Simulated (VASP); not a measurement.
# MgO in VASP: notebook, part 2 of 2

VASP 6.6.1.

### Step 4. Single point, PBE (strain along [111] -2.5%)

INCAR reads:

```
PREC     = Accurate       # precision mode
ENCUT    = 520            # plane-wave cutoff, eV
EDIFF    = 1E-7           # SCF threshold, eV
ISMEAR   = -1             # smearing method
SIGMA    = 0.02           # smearing width, eV
LREAL    = F              # projectors in reciprocal space
LASPH    = T              # aspherical terms in the spheres
NELM     = 100            # most SCF steps
ALGO     = Normal         # electronic algorithm
ISIF     = 2              # what is computed and relaxed
LWAVE    = F              # write WAVECAR
LCHARG   = T              # write CHGCAR
GGA      = PE             # functional
LELF     = T              # ELF
LVHAR    = T            
NBANDS   = 11             # bands
```

KPOINTS reads:

```
regular mesh
0
Gamma
  10 10 10
```

POSCAR reads:

```
MgO
1.0
   -0.0344755456      2.0676918712      2.0676918712
    2.0676918712     -0.0344755456      2.0676918712
    2.0676918712      2.0676918712     -0.0344755456
Mg O
1 1
Direct
    0.0000000000      0.0000000000      0.0000000000
    0.5000000000      0.5000000000      0.5000000000
```

Potentials or basis: VASP PAW PBE potentials, release 64 (Mg, O).

Command:

```
cat potpaw_PBE.64/Mg/POTCAR potpaw_PBE.64/O/POTCAR > POTCAR
mpirun -np 1 vasp_std > vasp.out
```

OUTCAR:

```text
PREC = Accurate
   ENCUT = 520
   EDIFF = 1E-7
   ISMEAR = -1
   LREAL = F
   LASPH = T
   NELM = 100
   ISIF = 2
   GGA = PE

 ion  position               nearest neighbor table
   1  0.000  0.000  0.000-   2 2.09   2 2.09   2 2.09   2 2.09   2 2.09   2 2.09
   2  0.500  0.500  0.500-   1 2.09   1 2.09   1 2.09   1 2.09   1 2.09   1 2.09

  LATTYP: Found a trigonal (rhomboedric) cell.
 ALAT       =     2.9243611117
 COS(alpha) =     0.4832593816

  Lattice vectors:

 A1 = (  -0.0344755456,   2.0676918712,   2.0676918712)
[... 513 lines left out ...]
      6      13.5992      0.00000
      7      17.3535      0.00000
      8      22.0262      0.00000
      9      22.2047      0.00000
     10      28.7125      0.00000
     11      30.9687      0.00000

 [... further k-points ...]
[... 5 lines left out ...]
  --------------------------------------------------------------------------------------
  -------------------------------------------------------------------------------------
  Total        1.0650751      1.0650751      1.0650751      0.2750790      0.2750790      0.2750790
  in kB       94.1621076     94.1621076     94.1621076     24.3194290     24.3194290     24.3194290
  external PRESSURE =      94.1621076 kB  Pullay stress =       0.0000000 kB

 VOLUME and BASIS-vectors are now :
 -----------------------------------------------------------------------------
  energy-cutoff  :      520.00
  volume of cell :       18.12
      direct lattice vectors                 reciprocal lattice vectors
    -0.034475546  2.067691871  2.067691871    -0.235850196  0.239849310  0.239849310
     2.067691871 -0.034475546  2.067691871     0.239849310 -0.235850196  0.239849310
     2.067691871  2.067691871 -0.034475546     0.239849310  0.239849310 -0.235850196

 POSITION                                       TOTAL-FORCE (eV/Angst)
 -----------------------------------------------------------------------------------
      0.00000      0.00000      0.00000         0.000000      0.000000     -0.000000
      2.05045      2.05045      2.05045        -0.000000     -0.000000      0.000000
 -----------------------------------------------------------------------------------
    total drift:                               -0.000000     -0.000000      0.000000

  FREE ENERGIE OF THE ION-ELECTRON SYSTEM (eV)
  ---------------------------------------------------
  free  energy   TOTEN  =       -11.8747817792 eV

  energy  without entropy=      -11.8747817792  energy(sigma->0) =      -11.87478178
```

OSZICAR:

```text
N       E                     dE             d eps       ncg     rms          rms(c)
DAV:   1     0.129218235724E+02    0.12922E+02   -0.46027E+03  2952   0.645E+02
DAV:   2    -0.129504561373E+02   -0.25872E+02   -0.25313E+02  2933   0.136E+02
DAV:   3    -0.134422379352E+02   -0.49178E+00   -0.49146E+00  3039   0.161E+01
DAV:   4    -0.134433367384E+02   -0.10988E-02   -0.10988E-02  2846   0.882E-01
DAV:   5    -0.134433403750E+02   -0.36367E-05   -0.36367E-05  2981   0.491E-02    0.725E+00
DAV:   6    -0.118894684820E+02    0.15539E+01   -0.85529E+00  2669   0.163E+01    0.216E+00
DAV:   7    -0.118799975155E+02    0.94710E-02   -0.61825E-02  2819   0.209E+00    0.134E+00
DAV:   8    -0.118751871188E+02    0.48104E-02   -0.26201E-02  2708   0.183E+00    0.234E-01
DAV:   9    -0.118747887171E+02    0.39840E-03   -0.68148E-04  2936   0.178E-01    0.126E-01
DAV:  10    -0.118747810924E+02    0.76247E-05   -0.52647E-04  2807   0.166E-01    0.113E-02
DAV:  11    -0.118747821317E+02   -0.10393E-05   -0.32345E-06  2954   0.153E-02    0.505E-03
DAV:  12    -0.118747817774E+02    0.35426E-06   -0.56931E-07  2882   0.581E-03    0.494E-04
DAV:  13    -0.118747817792E+02   -0.17696E-08   -0.55620E-08  1522   0.126E-03
   1 F= -.11874782E+02 E0= -.11874782E+02  d E =-.830500E-13
```

Run time: 17 s. Hardware: 1 thread of Intel Xeon 6975P-C, shared host; peak memory 0.16 GiB.

What came out:

```
Free energy            : -11.8748 eV
Pressure               : 9.4 GPa
Band gap on the k mesh : 4.89 eV, direct
```

Stress tensor (GPa, compression positive):
```
9.42 2.43 2.43
2.43 9.42 2.43
2.43 2.43 9.42
```

Caveat: the cell differs from its parent crystal (strain along [111] -2.5%).

### Step 5. Single point, r2SCAN (strain along [111] -2.5%)

POSCAR is that of step 4.

INCAR.step1 reads:

```
SYSTEM = MgO
PREC     = Accurate       ! precision mode
ENCUT    = 520            ! plane-wave cutoff, eV
ISMEAR   = 0              ! smearing method
SIGMA    = 0.01           ! smearing width, eV
LREAL    = .False.        ! projectors in reciprocal space
LASPH    = .True.         ! aspherical terms in the spheres
NELM     = 100            ! most SCF steps
NBANDS   = 11             ! bands
GGA      = PE             ! functional
ALGO     = Normal         ! electronic algorithm
EDIFF    = 1E-4           ! SCF threshold, eV
LWAVE    = .True.         ! write WAVECAR
LCHARG   = .False.        ! write CHGCAR
```

INCAR.step2 reads:

```
SYSTEM = MgO
PREC     = Accurate       ! precision mode
ENCUT    = 520            ! plane-wave cutoff, eV
EDIFF    = 1E-7           ! SCF threshold, eV
ISMEAR   = 0              ! smearing method
SIGMA    = 0.01           ! smearing width, eV
LREAL    = .False.        ! projectors in reciprocal space
LASPH    = .True.         ! aspherical terms in the spheres
NELM     = 100            ! most SCF steps
ALGO     = Normal         ! electronic algorithm
ISIF     = 2              ! what is computed and relaxed
LWAVE    = .False.        ! write WAVECAR
LCHARG   = .False.        ! write CHGCAR
METAGGA  = R2SCAN         ! meta-GGA
LMIXTAU  = .True.       
NBANDS   = 11             ! bands
ISTART   = 1
```

KPOINTS reads:

```
Automatic mesh
0
Gamma
  10 10 10
  0 0 0
```

Command:

```
cat potpaw_PBE.64/Mg/POTCAR potpaw_PBE.64/O/POTCAR > POTCAR
cp INCAR.step1 INCAR
mpirun -np 1 vasp_std > vasp.out
cp INCAR.step2 INCAR
mpirun -np 1 vasp_std > vasp.out
```

It took 54 s on 1 thread of Intel Xeon 6975P-C, shared host; peak memory 0.16 GiB.

Results (log left out):

```
Free energy            : -16.1502 eV
Pressure               : 3.2 GPa
Band gap on the k mesh : 5.78 eV, direct
```

Stress tensor (GPa, compression positive):
```
3.23 2.59 2.59
2.59 3.23 2.59
2.59 2.59 3.23
```

Levels at points of the mesh, in eV from the valence-band top:
| k point | band 1 | band 2 | band 3 | band 4 | band 5 | band 6 | band 7 | band 8 | band 9 |
| --- | --- | --- | --- | --- | --- | --- | --- | --- | --- |
| (0.00, 0.00, 0.00) | -18.49 | -0.19 | -0.19 | 0.00 | 5.78 | 16.63 | 16.63 | 17.41 | 21.10 |
| (0.50, 0.00, 0.00) | -17.18 | -4.90 | -0.86 | -0.73 | 8.93 | 13.94 | 17.58 | 17.93 | 22.80 |
| (0.50, 0.50, 0.00) | -16.90 | -4.35 | -1.65 | -1.44 | 9.91 | 11.31 | 14.49 | 20.55 | 20.92 |
| (0.50, 0.50, 0.50) | -17.09 | -4.79 | -0.95 | -0.95 | 8.70 | 14.33 | 17.25 | 17.25 | 22.51 |

Caveat: the cell differs from its parent crystal (strain along [111] -2.5%); the PAW data sets were made with another functional, which shifts forces and pressure a little.

### Step 6. Summary

| level | cell | smearing | gap on the mesh (eV) | pressure (GPa) |
| --- | --- | --- | --- | --- |
| PBE | a = 3.145 Å, angles 60.0°, 2 atoms | fermi-dirac 0.02 eV | 3.29 | -15.9 |
| r2SCAN | a = 3.145 Å, angles 60.0°, 2 atoms | gaussian 0.01 eV | 4.11 | -20.9 |
| PBE | a = 2.924 Å, angles 61.1°, 2 atoms | fermi-dirac 0.02 eV | 4.89 | 9.4 |
| r2SCAN | a = 2.924 Å, angles 61.1°, 2 atoms | gaussian 0.01 eV | 5.78 | 3.2 |

Alike in all rows: task single point; potentials or basis VASP PAW PBE potentials, release 64 (Mg, O); no spin polarisation; k mesh 10 × 10 × 10; cutoff (eV) 520.

Caveats: the PAW data sets were made with another functional, which shifts forces and pressure a little (some runs).

Absolute energies hang on the potentials; compare differences alone.
